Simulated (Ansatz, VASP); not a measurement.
# B2AsN in VASP and in Ansatz

The input INCAR:

```
SYSTEM = B2AsN
PREC = Accurate
ENCUT = 520
EDIFF = 1E-7
ISMEAR = -1
SIGMA = 0.02
LREAL = .FALSE.
LASPH = .TRUE.
NELM = 80
ALGO = Normal
ISIF = 2
LWAVE = .FALSE.
LCHARG = .FALSE.
GGA = PE
NBANDS = 16
```

Contents of KPOINTS:

```
Automatic mesh
0
G
  8 8 6
  0 0 0
```

POSCAR

```
B2AsN
1.0
    2.9886495490      0.0000000000      0.0000000000
    0.0000000000      2.9886495490      0.0000000000
    0.0000000000      0.0000000000      4.2744726710
N B As
1 2 1
Direct
    0.0000000000      0.0000000000      0.0000000000
    0.0000000000      0.5000000000      0.8013540279
    0.5000000000      0.0000000000      0.1986459721
    0.5000000000      0.5000000000      0.5000000000
```

Input for Ansatz:

```yaml
crystal:
  lattice:
    - [2.988649549, 0.0, 0.0]
    - [0.0, 2.988649549, 0.0]
    - [0.0, 0.0, 4.274472671]
  atoms:
    - { symbol: "N", position: [0.0, 0.0, 0.0] }
    - { symbol: B, position: [0.0, 0.5, 0.8013540279] }
    - { symbol: As, position: [0.5, 0.5, 0.5] }
    - { symbol: B, position: [0.5, 0.0, 0.1986459721] }
kpoints:
  mp_grid: { grid: [8, 8, 6] }
  band_path:
    path:
      - [0.0, 0.0, 0.0]
      - [0.0, 0.5, 0.0]
      - [0.5, 0.5, 0.0]
      - [0.0, 0.0, 0.5]
      - [0.0, 0.5, 0.5]
      - [0.5, 0.5, 0.5]
    npoints: 1
hamiltonian:
  xc: pbe
scf:
  occupations: { method: fermi_dirac, width: 0.02 }
  n_extra_bands: 5
output:
  forces: true
  stress: true
  eigenvalues: true
```

Alike in both runs: task single point; functional PBE; k mesh 8 × 8 × 6; occupations fermi-dirac, width 0.02 eV; no spin polarisation.

```csv
,VASP,Ansatz
version,VASP 6.6.1,Ansatz 0.2.0
potentials or method,"VASP PAW PBE potentials, release 64 (N, B, As)","plane waves, PAW"
plane-wave cutoff (eV),520,420
valence electrons in the cell,16,26
```

Ansatz gave:

- pressure (GPa): 2.6
- rms of the force components (eV/Å): 0.111

Problem. Estimate VASP's values.

Solution. Pressure (GPa): 3.5; rms of the force components (eV/Å): 0.153.

VASP's potentials hold 16 valence electrons a cell and Ansatz's 26, so a difference there can come from the potentials and not from the codes.
